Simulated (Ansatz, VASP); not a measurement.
**SnO2 in VASP and in Ansatz**

```
Sn O
1.0
     3.18862    0.00000    0.00000
    -1.59431    2.76143    0.00000
     0.00000    0.00000   11.10942
Sn O
2 4
Direct
  0.00000 0.00000 0.50000
  0.00000 0.00000 0.00000
  0.66667 0.33333 0.41077
  0.66667 0.33333 0.08923
  0.33333 0.66667 0.58923
  0.33333 0.66667 0.91077
```

Alike in both runs: functional r2SCAN; k mesh 12 × 12 × 2; occupations gaussian, width 0.02 eV; no spin polarisation.

Ansatz relaxed the structure, and its values are those at the end. VASP's run is a single point on that final structure, the one shown.

```csv
,VASP,Ansatz
version,VASP 6.6.1,Ansatz 0.2.0
potentials or method,"VASP PAW PBE potentials, release 64 (Sn_d, O), cutoff 520 eV","scalar-relativistic, plane waves, PAW"
valence electrons in the cell,52,52
```

```csv
,VASP,Ansatz,Ansatz less VASP
gap on the k mesh at the Fermi level (eV),3.02,3.02,+0.004
least direct gap on the mesh (eV),3.54,3.54,-0.003
pressure (GPa),0.9,0.0,-0.93
rms of the force components (eV/Å),0.042,0.000,-0.0412
```

VASP's potentials were made for PBE, not for r2SCAN. With one functional, cell and mesh, what is left measures potentials, basis and numerics.
